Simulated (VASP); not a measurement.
A run of VASP 6.6.1 is set up as follows.

The input INCAR:

```
SYSTEM = Sr2SO
AGGAC    = 1.0          
AGGAX    = 1.0          
ALDAC    = 0.0          
ALDAX    = 1.0          
ALGO     = Normal         ! electronic algorithm
EDIFF    = 1E-6           ! SCF threshold, eV
ENCUT    = 520            ! plane-wave cutoff, eV
GGA      = B5             ! functional
ISIF     = 2              ! what is computed and relaxed
ISMEAR   = -1             ! smearing method
LASPH    = .TRUE.         ! aspherical terms in the spheres
LCHARG   = .FALSE.        ! write CHGCAR
LREAL    = .FALSE.        ! projectors in reciprocal space
LWAVE    = .FALSE.        ! write WAVECAR
NBANDS   = 24             ! bands
NELM     = 60             ! most SCF steps
PREC     = Accurate       ! precision mode
SIGMA    = 0.05           ! smearing width, eV
```

KPOINTS

```
k-points
0
G
  4 4 3
  0 0 0
```

The input POSCAR:

```
Sr2SO
1.0
    4.0432370000      0.0000000000      0.0000000000
    0.0000000000      4.0432370000      0.0000000000
    0.0000000000      0.0000000000      5.7180000000
Sr S O
2 1 1
Direct
    0.5000000000      0.5000000000      0.5000000000
    0.0000000000      0.0000000000      0.0000000000
    0.0000000000      0.0000000000      0.5000000000
    0.5000000000      0.5000000000      0.0000000000
```

Potentials or basis: VASP PAW PBE potentials, release 64 (Sr_sv, S, O).

Command:

```console
$ cat potpaw_PBE.64/Sr_sv/POTCAR potpaw_PBE.64/S/POTCAR potpaw_PBE.64/O/POTCAR > POTCAR
$ mpirun -np 1 vasp_std > vasp.out
```

Q: Predict the pressure.

A: 2.2 GPa.

Q: Predict the band gap on the k mesh.

A: 2.34 eV.

Stress tensor (GPa, compression positive):
```
2.13 0.00 0.00
0.00 2.13 0.00
0.00 0.00 2.21
```

Caveat: the PAW data sets were made with another functional, which shifts forces and pressure a little; an odd mesh through Γ misses points on the zone boundary, where band edges can lie.
